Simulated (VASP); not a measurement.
# Ta (Im-3m) in VASP: relaxation of cell and atoms with PBE

Aim: the relaxation of cell and atoms of Ta with PBE.

Everything below comes from runs of VASP 6.6.1. Logs are shortened: lines on timing, memory, paths and dates and some standing lists are left out, and cuts for length are marked.

## Step 1: The cell of the first run

The structure is cubic, space group Im-3m (No. 229). The conventional cell has a = 2.998 Å, b = 2.998 Å, c = 2.998 Å, α = 90.00°, β = 90.00°, γ = 90.00°. Within 3.4 Å of Ta (site symmetry m-3m) lie 14 Ta at 2.60 to 3.00 Å.

## Step 2: Relaxation of cell and atoms, PBE, target pressure 120 GPa, at which the enthalpy is minimised

The input, INCAR:

```
PREC     = Accurate       # precision mode
ENCUT    = 600            # plane-wave cutoff, eV
EDIFF    = 1E-6           # SCF threshold, eV
ISMEAR   = -1             # smearing method
SIGMA    = 0.1            # smearing width, eV
LREAL    = F              # projectors in reciprocal space
LASPH    = T              # aspherical terms in the spheres
NELM     = 100            # most SCF steps
ALGO     = Normal         # electronic algorithm
ISIF     = 3              # what is computed and relaxed
LWAVE    = F              # write WAVECAR
LCHARG   = F              # write CHGCAR
GGA      = PE             # functional
IBRION   = 2              # ionic algorithm
NSW      = 60             # ionic steps
EDIFFG   = -0.005         # ionic threshold
PSTRESS  = 1200.0
```

The input, KPOINTS:

```
Automatic mesh
0
Gamma
  18 18 18
```

The input, POSCAR:

```
Ta
1.0
   -1.4991491987      1.4991491987      1.4991491987
    1.4991491987     -1.4991491987      1.4991491987
    1.4991491987      1.4991491987     -1.4991491987
Ta
1
Direct
    0.0000000000      0.0000000000      0.0000000000
```

Potentials or basis: VASP PAW PBE potentials, release 64 (Ta_pv).

The run is started by

```bash
$ cat potpaw_PBE.64/Ta_pv/POTCAR > POTCAR
$ mpirun -np 1 vasp_std > vasp.out
```

OUTCAR:

```text
PREC = Accurate
   ENCUT = 600
   EDIFF = 1E-6
   ISMEAR = -1
   LREAL = F
   LASPH = T
   NELM = 100
   ISIF = 3
   GGA = PE
   IBRION = 2
   NSW = 60
   EDIFFG = -0.005
   PSTRESS = 1200.0

 ion  position               nearest neighbor table
   1  0.000  0.000  0.000-

  LATTYP: Found a body centered cubic cell.
 ALAT       =     2.9982983974

  Lattice vectors:

 A1 = (  -1.4991491987,   1.4991491987,   1.4991491987)
 A2 = (   1.4991491987,  -1.4991491987,   1.4991491987)
 A3 = (   1.4991491987,   1.4991491987,  -1.4991491987)

Analysis of symmetry for initial positions (statically):
=====================================================================
 Subroutine PRICEL returns:
 Original cell was already a primitive cell.

 Routine SETGRP: Setting up the symmetry group for a
 body centered cubic supercell.

 Subroutine GETGRP returns: Found 48 space group operations
 (whereof 48 operations were pure point group operations)
 out of a pool of 48 trial point group operations.

The static configuration has the point symmetry O_h .

Analysis of symmetry for dynamics (positions and initial velocities):
=====================================================================
 Subroutine PRICEL returns:
 Original cell was already a primitive cell.

 Routine SETGRP: Setting up the symmetry group for a
 body centered cubic supercell.

 Subroutine GETGRP returns: Found 48 space group operations
 (whereof 48 operations were pure point group operations)
 out of a pool of 48 trial point group operations.

The dynamic configuration has the point symmetry O_h .

 Subroutine INISYM returns: Found 48 space group operations
 (whereof 48 operations are pure point group operations),
 and found     1 'primitive' translations

----------------------------------------------------------------------------------------

                                     Primitive cell

  volume of cell :      13.4770

  direct lattice vectors                    reciprocal lattice vectors
    -1.499149199  1.499149199  1.499149199     0.000000000  0.333522508  0.333522508
     1.499149199 -1.499149199  1.499149199     0.333522508  0.000000000  0.333522508
     1.499149199  1.499149199 -1.499149199     0.333522508  0.333522508  0.000000000

  length of vectors
     2.596602580  2.596602580  2.596602580     0.471672054  0.471672054  0.471672054

  position of ions in fractional coordinates (direct lattice)
     0.000000000  0.000000000  0.000000000
[... 81 lines left out ...]
   NFREE  =      1    steps in history (QN), initial steepest desc. (CG)
   ISIF   =      3    stress and relaxation
   ISYM   =      2    0-nonsym 1-usesym 2-fastsym
   POTIM  = 0.5000    time-step for ionic-motion
   TEBEG  =    0.0;   TEEND  =   0.0 temperature during run
   PSTRESS= 1200.0 pullay stress
   NELECT =      11.0000    total number of electrons
   NUPDOWN=      -1.0000    fix difference up-down
   EMIN   =  10.00;   EMAX   =-10.00  energy-range for DOS
   EFERMI =   0.00;   METHOD = LEGACY
   ISMEAR =    -1;   SIGMA  =   0.10  broadening in eV -4-tet -1-fermi 0-gaus
   EFERMI_NEDOS =   21; number of points for ismear=-14 and -15
   IALGO  =     38    algorithm
   IMIX   =      4    mixing-type and parameters
     AMIX     =   0.40;   BMIX     =  1.00
     AMIX_MAG =   1.60;   BMIX_MAG =  1.00
  volume/ion in A,a.u.               =      13.48        90.95
  Fermi-wavevector in a.u.,A,eV,Ry     =   1.529939  2.891166 31.847352  2.340714
  Thomas-Fermi vector in A             =   2.637491
   LORBIT       =      0    0 simple, 1 ext, 2 COOP (PROOUT), +10 PAW based schemes
   GGA     = PE    functional components
   LHFCALC =     F    Hartree Fock is set to
   AEXX    =    0.0000 exact exchange contribution
   IVDW    =     0    specifies the selected vdW correction
   LEPSILON=     F    determine dielectric tensor
   LRPA    =     F    only Hartree local field effects (RPA)
 conjugate gradient relaxation of ions
 non-spin polarized calculation
  energy-cutoff  :      600.00
  volume of cell :       13.48
 maximum number of plane-waves:       468
 NGX is ok and might be reduce to    24
   NGX = 11   NGY = 11   NGZ = 11

--------------------------------------- Ionic step        1  -------------------------------------------

 number of electron      10.9999999 magnetization

 Free energy of the ion-electron system (eV)
  ---------------------------------------------------
  ext. energy  EPLUGINS =         0.00000000
  ---------------------------------------------------
  free energy    TOTEN  =       -10.57601017 eV

  energy without entropy =      -10.54171607  energy(sigma->0) =      -10.55886312

------------------------ aborting loop because EDIFF is reached ----------------------------------------

  FORCE on cell =-STRESS in cart. coord.  units (eV):
  Direction    XX          YY          ZZ          XY          YZ          ZX
  --------------------------------------------------------------------------------------
  -------------------------------------------------------------------------------------
  Total        8.9450721      8.9450721      8.9450721      0.0000000     -0.0000000      0.0000000
  in kB     1063.4078621   1063.4078621   1063.4078621      0.0000000     -0.0000000      0.0000000
  external PRESSURE =    -136.5921379 kB  Pullay stress =    1200.0000000 kB
[... 24 lines left out ...]
--------------------------------------- Ionic step        2  -------------------------------------------

 number of electron      11.0000001 magnetization

 E-fermi :  10.2067     XC(G=0): -15.1739

 val. band max:       10.2021686233   @ k =   0.2778   0.2222   0.1667
 cond. band min:      10.2171540170   @ k =  -0.2222   0.2222   0.1667
 fundamental gap:      0.0149853938
 Fermi energy:        10.2067045754

 k-point     1 :       0.0000    0.0000    0.0000
  band No.  band energies     occupation
      1     -21.2393      2.00000
      2     -21.2393      2.00000
      3     -21.2393      2.00000
      4       0.8223      2.00000
      5      10.2781      0.65739
      6      10.2781      0.65739
      7      10.2781      0.65739
      8      15.4290      0.00000
      9      15.4290      0.00000
[... 460 lines left out ...]
--------------------------------------- Ionic step        7  -------------------------------------------

 number of electron      10.9999999 magnetization

 Free energy of the ion-electron system (eV)
  ---------------------------------------------------
  ext. energy  EPLUGINS =         0.00000000
  ---------------------------------------------------
  free energy    TOTEN  =       -10.34516839 eV

  energy without entropy =      -10.31138994  energy(sigma->0) =      -10.32827917

 E-fermi :   8.4391     XC(G=0): -14.3173

 val. band max:        8.4375942944   @ k =  -0.3889  -0.4444   0.0556
 cond. band min:       8.4459833987   @ k =   0.2778   0.1667   0.0556
 fundamental gap:      0.0083891043
 Fermi energy:         8.4391302417

 k-point     1 :       0.0000    0.0000    0.0000
  band No.  band energies     occupation
      1     -23.4236      2.00000
      2     -23.4236      2.00000
      3     -23.4236      2.00000
      4      -0.5595      2.00000
      5       8.9270      0.01510
      6       8.9270      0.01510
      7       8.9270      0.01510
      8      13.4288      0.00000
      9      13.4288      0.00000
[... 308 lines left out ...]
  energy  without entropy=      -10.3113899442  energy(sigma->0) =      -10.32827917

  enthalpy is  TOTEN    =        -0.4961512099 eV   P V=        9.8490171815

 reached required accuracy - stopping structural energy minimisation
```

CONTCAR:

```text
Ta
   1.00000000000000
    -1.4869193506466163    1.4869193506466163    1.4869193506466163
     1.4869193506466163   -1.4869193506466163    1.4869193506466163
     1.4869193506466163    1.4869193506466163   -1.4869193506466163
  Ta
     1
Direct
     0.0000000000000000    0.0000000000000000    0.0000000000000000

  0.00000000E+00  0.00000000E+00  0.00000000E+00
```

Wall time 60 s (1 thread of AMD EPYC 9R45 (Zen 5), shared host); peak memory 0.14 GiB.

Results:

```yaml
Free_energy: -10.3452 eV
Relaxed_volume: 13.15 Å³/atom
Relaxed_cell: a = 2.575 Å, b = 2.575 Å, c = 2.575 Å, α = 109.47°, β = 109.47°, γ = 109.47°
Space_group_after_relaxing_to_0.05_Å: Im-3m (No. 229)
Energy_change_on_relaxing_the_enthalpy_is_what_falls: +230.8 meV/atom
Ionic_steps: 7
Pressure_after_relaxing: 120.0 GPa
```

The path:
```csv
step,energy change (eV),largest force (eV/Å),pressure (GPa),volume (Å³)
1,0.0000,0.0000,106.34,13.48
2,2.1100,0.0000,227.26,11.36
3,0.2159,0.0000,119.11,13.17
4,0.2293,0.0000,119.91,13.15
5,0.2342,0.0000,120.18,13.15
6,0.2163,0.0000,119.19,13.17
7,0.2308,0.0000,120.00,13.15
```

Final structure:
```yaml
crystal:
  lattice:
    - [-1.48692, 1.48692, 1.48692]
    - [1.48692, -1.48692, 1.48692]
    - [1.48692, 1.48692, -1.48692]
  atoms:
    - { symbol: Ta, position: [0.00000, 0.00000, 0.00000] }
```

Levels at points of the mesh, in eV from the Fermi level:
```csv
k point,band 3,band 4,band 5,band 6,band 7,band 8
"(0.00, 0.00, 0.00)",-31.86,-9.00,0.49,0.49,0.49,4.99
"(0.50, 0.00, 0.00)",-31.91,-6.14,-2.88,3.70,5.23,6.65
"(0.50, 0.50, 0.50)",-33.91,-6.25,-6.25,9.65,9.65,9.65
```

Caveat: the cell is relaxed towards a set pressure, so the enthalpy falls and the energy may rise; spin-orbit coupling is left out, which moves the levels of the heavy elements.
